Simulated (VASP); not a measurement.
# Mg12H (a cell with a defect) in VASP: further runs

The runs below take Mg12H (a cell with a defect) through single point, with PBEsol.

All numbers are computed with VASP 6.6.1; they aren't measurements. Logs are shortened: lines on timing, memory, paths and dates and some standing lists are left out, and cuts for length are marked.

## 1. The cell of the first run

The cell holds a defect, 13 atoms: a = 6.420 Å, b = 9.630 Å, c = 5.213 Å, α = 90.00°, β = 90.00°, γ = 120.00°.

## 2. Single point, PBEsol

File INCAR:

```
SYSTEM = Mg12H
  ALGO = Normal
  EDIFF = 1E-6
  ENCUT = 520
  GGA = PS
  ISIF = 2
  ISMEAR = 0
  LASPH = .TRUE.
  LCHARG = .TRUE.
  LELF = .TRUE.
  LREAL = .FALSE.
  LVHAR = .TRUE.
  LWAVE = .FALSE.
  NBANDS = 24
  NELM = 60
  PREC = Accurate
  SIGMA = 0.1
```

File KPOINTS:

```
k-points
0
G
  4 3 4
  0 0 0
```

File POSCAR:

```
Mg12H
1.0
    6.4200000000      0.0000000000      0.0000000000
   -4.8150000000      8.3398250000      0.0000000000
    0.0000000000      0.0000000000      5.2130400000
Mg H
12 1
Direct
   -0.0019337152     -0.0000727833      0.0014417691
    0.1653081452      0.2218688042      0.5026800101
    0.0002085744      0.3323642882      0.0039284180
    0.1613886719      0.5543763808      0.5019125117
   -0.0012388132      0.6686888514      0.0039901861
    0.1645546438      0.8894697431      0.4986441692
    0.4983132904     -0.0009885100     -0.0011008931
    0.6641776453      0.2197523329      0.4969587803
    0.5030810547      0.3351217801      0.0001193162
    0.6635000004      0.5563408105      0.4975580467
    0.5013483002      0.6680839226     -0.0025317281
    0.6647972506      0.8896310174      0.4969574375
    0.8487915906      0.4517387355      0.8108675552
```

Potentials or basis: VASP PAW PBE potentials, release 64 (Mg, H).

Run with:

```console
cat potpaw_PBE.64/Mg/POTCAR potpaw_PBE.64/H/POTCAR > POTCAR
mpirun -np 1 vasp_std > vasp.out
```

OUTCAR:

```text
SYSTEM = Mg12H
   EDIFF = 1E-6
   ENCUT = 520
   GGA = PS
   ISIF = 2
   ISMEAR = 0
   LASPH = .TRUE.
   LREAL = .FALSE.
   NELM = 60
   PREC = Accurate

 ion  position               nearest neighbor table
   1  0.998  1.000  0.001-  12 3.18   6 3.18   2 3.19   5 3.19  11 3.19   3 3.19   2 3.20   7 3.20
                             6 3.21   7 3.22  12 3.22   9 3.24
   2  0.165  0.222  0.503-   3 3.18   1 3.19   3 3.20   6 3.20   9 3.20   1 3.20  12 3.21   8 3.21
                            10 3.21   8 3.21   4 3.21   9 3.22
   3  0.000  0.332  0.004-  13 2.10   8 3.18   2 3.18   4 3.19   1 3.19   2 3.20   9 3.20   4 3.21
                             9 3.22   7 3.22  11 3.23   8 3.24   5 3.24
   4  0.161  0.554  0.502-   3 3.19   5 3.19  11 3.20   3 3.21  10 3.21   8 3.21   5 3.21  10 3.21
                             2 3.21   6 3.22  12 3.23  11 3.24
   5  0.999  0.669  0.004-  13 2.07   6 3.17  10 3.18  11 3.19   4 3.19   1 3.19   7 3.19   9 3.20
                             4 3.21   6 3.21  11 3.23  10 3.23   3 3.24
   6  0.165  0.889  0.499-   5 3.17   1 3.18   8 3.19   7 3.20   2 3.20   7 3.20   1 3.21  12 3.21
                            12 3.21  10 3.21   5 3.21   4 3.22
   7  0.498  0.999  0.999-  12 3.18   8 3.18   5 3.19  11 3.20  12 3.20   6 3.20   8 3.20   6 3.20
                             1 3.20   1 3.22   3 3.22   9 3.22
   8  0.664  0.220  0.497-   3 3.18  12 3.18   7 3.18   9 3.19   6 3.19   7 3.20   2 3.21   4 3.21
                             2 3.21   9 3.21   3 3.24  10 3.24
   9  0.503  0.335  0.000-  13 2.16  10 3.18   8 3.19   5 3.20   2 3.20  10 3.20   3 3.20  11 3.21
                             8 3.21   3 3.22   7 3.22   2 3.22   1 3.24
  10  0.664  0.556  0.498-   5 3.18   9 3.18  11 3.19  11 3.19   9 3.20  12 3.21   4 3.21   2 3.21
                             6 3.21   4 3.21   5 3.23   8 3.24
  11  0.501  0.668  0.997-  10 3.19  10 3.19   5 3.19   1 3.19  12 3.19   7 3.20  12 3.20   4 3.20
                             9 3.21   3 3.23   5 3.23   4 3.24
  12  0.665  0.890  0.497-   1 3.18   7 3.18   8 3.18  11 3.19  11 3.20   7 3.20  10 3.21   2 3.21
                             6 3.21   6 3.21   1 3.22   4 3.23
  13  0.849  0.452  0.811-   5 2.07   3 2.10   9 2.16

  LATTYP: Found a simple monoclinic cell.
 ALAT       =     6.4200000000
 B/A-ratio  =     0.8120000000
 C/A-ratio  =     1.3228757108
 COS(beta)  =    -0.1889822286

  Lattice vectors:

 A1 = (   6.4200000000,   0.0000000000,   0.0000000000)
 A2 = (   0.0000000000,   0.0000000000,   5.2130400000)
 A3 = (  -1.6050000000,  -8.3398250000,   0.0000000000)

Analysis of symmetry for initial positions (statically):
=====================================================================
 Subroutine PRICEL returns:
 Original cell was already a primitive cell.

 Routine SETGRP: Setting up the symmetry group for a
 simple monoclinic supercell.

 Subroutine GETGRP returns: Found  1 space group operations
 (whereof  1 operations were pure point group operations)
 out of a pool of  4 trial point group operations.

The static configuration has the point symmetry C_1 .

Analysis of symmetry for dynamics (positions and initial velocities):
=====================================================================
 Subroutine PRICEL returns:
 Original cell was already a primitive cell.

 Routine SETGRP: Setting up the symmetry group for a
 simple monoclinic supercell.

 Subroutine GETGRP returns: Found  1 space group operations
 (whereof  1 operations were pure point group operations)
 out of a pool of  4 trial point group operations.

The dynamic configuration has the point symmetry C_1 .

 Subroutine INISYM returns: Found  1 space group operations
 (whereof  1 operations are pure point group operations),
 and found     1 'primitive' translations

----------------------------------------------------------------------------------------

                                     Primitive cell

  volume of cell :     279.1149

  direct lattice vectors                    reciprocal lattice vectors
     6.420000000  0.000000000  0.000000000     0.155763240  0.089929945  0.000000000
    -4.815000000  8.339825000  0.000000000     0.000000000  0.119906593  0.000000000
     0.000000000  0.000000000  5.213040000     0.000000000  0.000000000  0.191826650

  length of vectors
     6.420000000  9.630000313  5.213040000     0.179859895  0.119906593  0.191826650

  position of ions in fractional coordinates (direct lattice)
     0.998066285  0.999927217  0.001441769
[... 36 lines left out ...]

 Generating k-lattice:

  Cartesian coordinates                     Fractional coordinates (reciprocal lattice)
     0.038940810  0.022482486  0.000000000     0.250000000  0.000000000  0.000000000
     0.000000000  0.039968864  0.000000000     0.000000000  0.333333333  0.000000000
     0.000000000  0.000000000  0.047956663     0.000000000  0.000000000  0.250000000

  Length of vectors
     0.044964974  0.039968864  0.047956663

  Shift w.r.t. Gamma in fractional coordinates (k-lattice)
     0.000000000  0.000000000  0.000000000

 Subroutine IBZKPT returns following result:
 ===========================================

 Found     26 irreducible k-points:

 Following reciprocal coordinates:
            Coordinates               Weight
  0.000000  0.000000  0.000000      1.000000
  0.250000  0.000000  0.000000      2.000000
  0.500000  0.000000  0.000000      1.000000
  0.000000  0.333333  0.000000      2.000000
  0.250000  0.333333  0.000000      2.000000
  0.500000  0.333333  0.000000      2.000000
[... 16 lines left out ...]
  0.000000  0.333333  0.500000      2.000000
  0.250000  0.333333  0.500000      2.000000
 [... further k-points ...]
   k-points           NKPTS =     26   k-points in BZ     NKDIM =     26   number of bands    NBANDS=     24
   number of dos      NEDOS =    301   number of ions     NIONS =     13
   total plane-waves  NPLWV = 138240
   dimension x,y,z NGX =    48 NGY =   72 NGZ =   40
   dimension x,y,z NGXF=    96 NGYF=  144 NGZF=   80
   ions per type =              12   1
   NGX,Y,Z   is equivalent  to a cutoff of  12.43, 12.43, 12.76 a.u.
   NGXF,Y,Z  is equivalent  to a cutoff of  24.86, 24.86, 25.51 a.u.
 SYSTEM =  Mg12H
   PREC   = accura    normal or accurate (medium, high low for compatibility)
   ISTART =      0    job   : 0-new  1-cont  2-samecut
   ICHARG =      2    charge: 1-file 2-atom 10-const
   ISPIN  =      1    spin polarized calculation?
   LNONCOLLINEAR =      F non collinear calculations
   LSORBIT =      F    spin-orbit coupling
   LASPH  =      T    aspherical Exc in radial PAW
   ENCUT  =  520.0 eV  38.22 Ry    6.18 a.u.  11.94 17.91  9.69*2*pi/ulx,y,z
   NELM   =     60;   NELMIN=  2; NELMDL= -5     # of ELM steps
   EDIFF  = 0.1E-05   stopping-criterion for ELM
   LREAL  =      F    real-space projection
   EDIFFG = 0.1E-04   stopping-criterion for IOM
   NSW    =      0    number of steps for IOM
   IBRION =     -1    ionic relax: 0-MD 1-quasi-New 2-CG
   NFREE  =      0    steps in history (QN), initial steepest desc. (CG)
   ISIF   =      2    stress and relaxation
   ISYM   =      2    0-nonsym 1-usesym 2-fastsym
   POTIM  = 0.5000    time-step for ionic-motion
   TEBEG  =    0.0;   TEEND  =   0.0 temperature during run
   PSTRESS=    0.0 pullay stress
   NELECT =      25.0000    total number of electrons
   NUPDOWN=      -1.0000    fix difference up-down
   EMIN   =  10.00;   EMAX   =-10.00  energy-range for DOS
   EFERMI =   0.00;   METHOD = LEGACY
   ISMEAR =     0;   SIGMA  =   0.10  broadening in eV -4-tet -1-fermi 0-gaus
   EFERMI_NEDOS =   21; number of points for ismear=-14 and -15
   IALGO  =     38    algorithm
   IMIX   =      4    mixing-type and parameters
     AMIX     =   0.40;   BMIX     =  1.00
     AMIX_MAG =   1.60;   BMIX_MAG =  1.00
  volume/ion in A,a.u.               =      21.47       144.89
  Fermi-wavevector in a.u.,A,eV,Ry     =   0.732477  1.384180  7.299827  0.536522
  Thomas-Fermi vector in A             =   1.824949
   LORBIT       =      0    0 simple, 1 ext, 2 COOP (PROOUT), +10 PAW based schemes
   GGA     = PS    functional components
   LHFCALC =     F    Hartree Fock is set to
   AEXX    =    0.0000 exact exchange contribution
   IVDW    =     0    specifies the selected vdW correction
   LEPSILON=     F    determine dielectric tensor
   LRPA    =     F    only Hartree local field effects (RPA)
 non-spin polarized calculation
 Gauss-broadening in eV      SIGMA  =   0.10
  energy-cutoff  :      520.00
  volume of cell :      279.11
 maximum number of plane-waves:      7534
   NGX = 23   NGY = 35   NGZ = 19

 number of electron      25.0000000 magnetization

 Free energy of the ion-electron system (eV)
  ---------------------------------------------------
  ext. energy  EPLUGINS =         0.00000000
  ---------------------------------------------------
  free energy    TOTEN  =       -23.74523445 eV

  energy without entropy =      -23.71952986  energy(sigma->0) =      -23.73238216

 E-fermi :   2.6085     XC(G=0):  -8.5506

 val. band max:        2.6037494461   @ k =   0.2500  -0.3333   0.2500
 cond. band min:       2.6182912705   @ k =   0.0000   0.0000   0.0000
 fundamental gap:      0.0145418244
 Fermi energy:         2.6084703565

 k-point     1 :       0.0000    0.0000    0.0000
  band No.  band energies     occupation
      1      -4.8170      2.00000
      2      -3.0117      2.00000
      3      -2.1745      2.00000
      4      -1.2350      2.00000
      5      -0.6154      2.00000
      6      -0.0171      2.00000
[... 637 lines left out ...]
     23       7.0830      0.00000
     24       7.6971      0.00000

 [... further k-points ...]
[... 5 lines left out ...]
  --------------------------------------------------------------------------------------
  -------------------------------------------------------------------------------------
  Total       -1.8651804     -2.4529934     -0.9716125     -0.9768512     -0.3290233      0.2677847
  in kB      -10.7065215    -14.0806901     -5.5772570     -5.6073284     -1.8886619      1.5371397
  external PRESSURE =     -10.1214895 kB  Pullay stress =       0.0000000 kB

 VOLUME and BASIS-vectors are now :
 -----------------------------------------------------------------------------
  energy-cutoff  :      520.00
  volume of cell :      279.11
      direct lattice vectors                 reciprocal lattice vectors
     6.420000000  0.000000000  0.000000000     0.155763240  0.089929945  0.000000000
    -4.815000000  8.339825000  0.000000000     0.000000000  0.119906593  0.000000000
     0.000000000  0.000000000  5.213040000     0.000000000  0.000000000  0.191826650

 POSITION                                       TOTAL-FORCE (eV/Angst)
 -----------------------------------------------------------------------------------
      1.59294      8.33922      0.00752         0.000657     -0.002049      0.012553
     -0.00702      1.85035      2.62049        -0.001723      0.001546      0.011966
     -1.59900      2.77186      0.02048        -0.013958      0.009754      0.007910
     -1.63321      4.62340      2.61649         0.005406      0.001147      0.004129
      3.19231      5.57675      0.02080         0.003928     -0.017014      0.006743
     -3.22636      7.41802      2.59945         0.001578      0.001262      0.011044
     -1.61107      8.33158      5.20730        -0.000694     -0.000530      0.012109
      3.20591      1.83270      2.59067         0.001701      0.009721      0.014493
      1.61617      2.79486      0.00062         0.005534      0.002051      0.010383
      1.58089      4.63978      2.59379         0.010942     -0.003833      0.015484
      0.00183      5.57170      5.19984        -0.002858     -0.001224      0.010622
     -0.01557      7.41937      2.59066         0.000723      0.000036      0.013483
      3.27412      3.76742      4.22708        -0.011235     -0.000866     -0.130920
 -----------------------------------------------------------------------------------
    total drift:                               -0.000020     -0.000008      0.000182

  FREE ENERGIE OF THE ION-ELECTRON SYSTEM (eV)
  ---------------------------------------------------
  free  energy   TOTEN  =       -23.7452344518 eV

  energy  without entropy=      -23.7195298615  energy(sigma->0) =      -23.73238216
```

It took 6.9 min on 1 thread of Oxide Virtual Turin-like, shared host; peak memory 0.39 GiB.

What came out:

```yaml
Free_energy: -23.7452 eV
Pressure: -1.0 GPa
Largest_force: 0.131 eV/Å
```

Forces on the atoms (eV/Å):
```
Mg   0.001 -0.002  0.013
Mg  -0.002  0.002  0.012
Mg  -0.014  0.010  0.008
Mg   0.005  0.001  0.004
Mg   0.004 -0.017  0.007
Mg   0.002  0.001  0.011
Mg  -0.001 -0.001  0.012
Mg   0.002  0.010  0.014
Mg   0.006  0.002  0.010
Mg   0.011 -0.004  0.015
Mg  -0.003 -0.001  0.011
Mg   0.001  0.000  0.013
H   -0.011 -0.001 -0.131
```

Stress tensor (GPa, compression positive):
```
-1.07 -0.56  0.15
-0.56 -1.41 -0.19
 0.15 -0.19 -0.56
```

Levels at points of the mesh, in eV from the Fermi level:
```csv
k point,band 10,band 11,band 12,band 13,band 14,band 15
"(0.00, 0.00, 0.00)",-0.75,-0.23,0.01,0.25,0.41,0.53
"(0.50, 0.00, 0.00)",-0.55,-0.32,-0.20,-0.12,-0.11,0.23
"(0.00, 0.00, 0.50)",-1.88,-1.31,-1.17,-0.72,-0.54,0.69
"(0.50, 0.00, 0.50)",-0.85,-0.79,-0.77,0.20,0.75,0.84
```

Caveat: the PAW data sets were made with another functional, which shifts forces and pressure a little.

## 3. Single point, PBEsol

File INCAR:

```
SYSTEM = Mg12H
PREC = Accurate
ENCUT = 520
EDIFF = 1E-6
ISMEAR = 0
SIGMA = 0.1
LREAL = .FALSE.
LASPH = .TRUE.
NELM = 100
ALGO = Normal
ISIF = 2
LWAVE = .FALSE.
LCHARG = .TRUE.
GGA = PS
LELF = .TRUE.
LVHAR = .TRUE.
NBANDS = 24
```

File KPOINTS:

```
regular mesh
0
G
  4 3 4
  0 0 0
```

File POSCAR:

```
Mg12H
1.0
    6.4200000000      0.0000000000      0.0000000000
   -4.8150000000      8.3398250000      0.0000000000
    0.0000000000      0.0000000000      5.2130400000
Mg H
12 1
Direct
   -0.0013481122      0.0003466500      0.0011476988
    0.1654505260      0.2215147200      0.5023682918
    0.0027978409      0.3302197588      0.0049483603
    0.1620357356      0.5548393402      0.5021031874
    0.0003545628      0.6722766965      0.0053032396
    0.1644967949      0.8889932343      0.4990675307
    0.4991283829     -0.0009212424     -0.0018741464
    0.6622599067      0.2175938944      0.4958740006
    0.5026116532      0.3349976768      0.0001204671
    0.6617127530      0.5568878244      0.4967677209
    0.5018461383      0.6684739788     -0.0027362153
    0.6651251187      0.8895743016      0.4966971287
    0.8479102040      0.4510256510      0.8736953870
```

Potentials or basis: VASP PAW PBE potentials, release 64 (Mg, H).

Run with:

```console
cat potpaw_PBE.64/Mg/POTCAR potpaw_PBE.64/H/POTCAR > POTCAR
mpirun -np 1 vasp_std > vasp.out
```

Run time: 4.8 min. Hardware: 1 thread of Oxide Virtual Turin-like, shared host; peak memory 0.4 GiB.

The run converged. Its results:

```
Free energy   : -23.6831 eV
Pressure      : -0.8 GPa
Largest force : 0.219 eV/Å
```

Forces on the atoms (eV/Å):
```
Mg   0.001 -0.002  0.018
Mg  -0.002  0.001  0.019
Mg  -0.029  0.017  0.020
Mg   0.007  0.002  0.010
Mg   0.006 -0.026  0.021
Mg   0.000  0.001  0.017
Mg   0.000 -0.002  0.015
Mg   0.003  0.015  0.020
Mg   0.007 -0.004  0.027
Mg   0.014 -0.004  0.022
Mg  -0.008  0.001  0.012
Mg  -0.001 -0.001  0.018
H    0.002  0.003 -0.219
```

Stress tensor (GPa, compression positive):
```
-0.87 -0.57  0.15
-0.57 -1.18 -0.11
 0.15 -0.11 -0.30
```

Levels at points of the mesh, in eV from the Fermi level:
| k point | band 8 | band 9 | band 10 | band 11 | band 12 | band 13 | band 14 | band 15 | band 16 | band 17 |
| --- | --- | --- | --- | --- | --- | --- | --- | --- | --- | --- |
| (0.00, 0.00, 0.00) | -1.85 | -1.46 | -0.70 | -0.21 | 0.06 | 0.27 | 0.37 | 0.53 | 1.23 | 1.74 |
| (0.50, 0.00, 0.00) | -0.59 | -0.56 | -0.56 | -0.35 | -0.14 | -0.12 | -0.11 | 0.19 | 0.32 | 0.82 |
| (0.00, 0.00, 0.50) | -1.92 | -1.89 | -1.86 | -1.31 | -1.13 | -0.75 | -0.50 | 0.68 | 1.15 | 1.23 |
| (0.50, 0.00, 0.50) | -3.80 | -1.56 | -0.82 | -0.78 | -0.76 | 0.17 | 0.79 | 0.84 | 0.86 | 2.11 |

Caveat: the PAW data sets were made with another functional, which shifts forces and pressure a little.

## 4. Single point, PBEsol

File INCAR:

```
PREC = Accurate
ENCUT = 520
EDIFF = 1E-7
ISMEAR = 0
SIGMA = 0.1
LREAL = F
LASPH = T
NELM = 60
ALGO = Normal
ISIF = 2
LWAVE = F
LCHARG = F
GGA = PS
NBANDS = 24
```

File KPOINTS:

```
regular mesh
0
Gamma
  4 3 4
```

File POSCAR:

```
Mg12H
1.0
    6.4200000000      0.0000000000      0.0000000000
   -4.8150000000      8.3398250000      0.0000000000
    0.0000000000      0.0000000000      5.2130400000
Mg H
12 1
Direct
   -0.0012310643      0.0003643961      0.0003539202
    0.1655284649      0.2212184308      0.5013312770
    0.0044410571      0.3282618041      0.0031918036
    0.1646036899      0.5557993123      0.5002518684
    0.0016690349      0.6752746011      0.0033631048
    0.1649603197      0.8888914336      0.4993422264
    0.4997840372     -0.0007936617     -0.0014655556
    0.6620486497      0.2170214603      0.4974935930
    0.4994934066      0.3339534103      0.0009549131
    0.6618058737      0.5572084546      0.4980464374
    0.5018011180      0.6684762570     -0.0018238878
    0.6657020555      0.8895990024      0.4978828093
    0.8458595303      0.4499950539      0.9366168301
```

Run with:

```console
cat potpaw_PBE.64/Mg/POTCAR potpaw_PBE.64/H/POTCAR > POTCAR
mpirun -np 1 vasp_std > vasp.out
```

It took 4.8 min on 1 thread of Oxide Virtual Turin-like, shared host; peak memory 0.38 GiB.

It converged, with:

- Free energy: -23.6128 eV
- Pressure: -0.6 GPa
- Largest force: 0.174 eV/Å

Forces on the atoms (eV/Å):
```
Mg   0.001 -0.002  0.014
Mg   0.000  0.001  0.016
Mg  -0.025  0.013  0.022
Mg   0.005  0.002  0.009
Mg   0.008 -0.016  0.022
Mg   0.000  0.001  0.012
Mg   0.001 -0.002  0.009
Mg   0.002  0.014  0.011
Mg   0.000 -0.012  0.026
Mg   0.012 -0.003  0.014
Mg  -0.007  0.003  0.008
Mg   0.000 -0.002  0.011
H    0.004  0.005 -0.174
```

Stress tensor (GPa, compression positive):
```
-0.63 -0.58  0.09
-0.58 -0.95 -0.06
 0.09 -0.06 -0.11
```

Levels at points of the mesh, in eV from the Fermi level:
```
           k point  band 9  band 10  band 11  band 12  band 13  band 14  band 15  band 16
(0.00, 0.00, 0.00)   -1.56    -0.65    -0.19     0.12     0.28     0.32     0.54     1.24
(0.50, 0.00, 0.00)   -0.57    -0.54    -0.36    -0.12    -0.11    -0.08     0.15     0.32
(0.00, 0.00, 0.50)   -1.86    -1.84    -1.32    -1.10    -0.75    -0.47     0.66     1.18
(0.50, 0.00, 0.50)   -1.58    -0.79    -0.75    -0.74     0.15     0.81     0.87     0.88
```

Caveat: the PAW data sets were made with another functional, which shifts forces and pressure a little.
